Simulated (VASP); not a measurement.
A run of VASP 6.6.1:

The input POSCAR:

```
NbAs
1.0
   -1.6931337600      1.6931337600      5.7662858500
    1.6931337600     -1.6931337600      5.7662858500
    1.6931337600      1.6931337600     -5.7662858500
Nb As
2 2
Direct
   -0.0009606907     -0.0009606907      0.0000000000
    0.7490393093      0.2490393093      0.5000000000
    0.4169606907      0.4169606907      0.0000000000
    0.1669606907      0.6669606907      0.5000000000
```

Contents of INCAR.step1:

```
PREC = Accurate
ENCUT = 520
ISMEAR = -1
SIGMA = 0.1
LREAL = F
LASPH = T
NELM = 60
NBANDS = 26
GGA = PE
ALGO = Normal
EDIFF = 1E-4
LWAVE = T
LCHARG = F
```

INCAR.step2

```
PREC = Accurate
ENCUT = 520
EDIFF = 1E-6
ISMEAR = -1
SIGMA = 0.1
LREAL = F
LASPH = T
NELM = 60
ALGO = Normal
ISIF = 2
LWAVE = F
LCHARG = F
METAGGA = R2SCAN
LMIXTAU = T
NBANDS = 26
ISTART = 1
```

KPOINTS

```
regular mesh
0
Gamma
  11 11 11
```

Potentials or basis: VASP PAW PBE potentials, release 64 (Nb_sv, As).

Launch:

```console
$ cat potpaw_PBE.64/Nb_sv/POTCAR potpaw_PBE.64/As/POTCAR > POTCAR
$ cp INCAR.step1 INCAR
$ mpirun -np 1 vasp_std > vasp.out
$ cp INCAR.step2 INCAR
$ mpirun -np 1 vasp_std > vasp.out
```

Hardware: 1 thread of Intel Xeon 8259CL, on a shared host.

Estimate the wall time of this run.

It took 36 min on 1 thread of Intel Xeon 8259CL (shared host), peak memory 0.48 GiB. Counts: k points 126.
